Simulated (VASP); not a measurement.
**As: density of states with LDA**

As:

```
As
1.0
     0.00000    1.65537    1.65537
     1.65537    0.00000    1.65537
     1.65537    1.65537    0.00000
As
1
Direct
  0.00000 0.00000 0.00000
```

This cell differs from its parent crystal: volume scaled by 0.5.

```yaml
Program: VASP 6.6.1
Task: density of states
Functional: LDA
Potentials_or_basis: VASP PAW LDA potentials, release 64 (As)
Cutoff: 520 eV
k_mesh: 17 × 17 × 17
Occupations: fermi-dirac, width 0.1 eV
Spin: no spin polarisation
Dipole_correction: no
k_mesh_for_the_DOS: 26 × 26 × 26
Occupations_for_the_DOS: tetrahedron
Further_INCAR_settings: ALGO = Normal; EDIFF = 1e-06; NBANDS = 8
```

```json
{
  "Valence electrons inside the program's atomic spheres": "As 3.49"
}
```

Levels at points of the mesh, in eV from the Fermi level:
| k point | band 1 | band 2 | band 3 | band 4 | band 5 | band 6 |
| --- | --- | --- | --- | --- | --- | --- |
| (0.00, 0.00, 0.00) | -24.99 | 13.89 | 13.89 | 13.89 | 16.06 | 16.06 |
| (0.50, 0.00, 0.00) | -14.34 | -14.29 | 9.54 | 9.54 | 14.01 | 14.01 |
| (0.50, 0.50, 0.00) | -11.99 | -9.51 | 0.70 | 0.70 | 4.69 | 7.53 |

Wall time 12 s on 1 thread of Intel(R) Xeon(R) 6975P-C (Granite Rapids), on a shared host, peak memory 0.14 GiB.
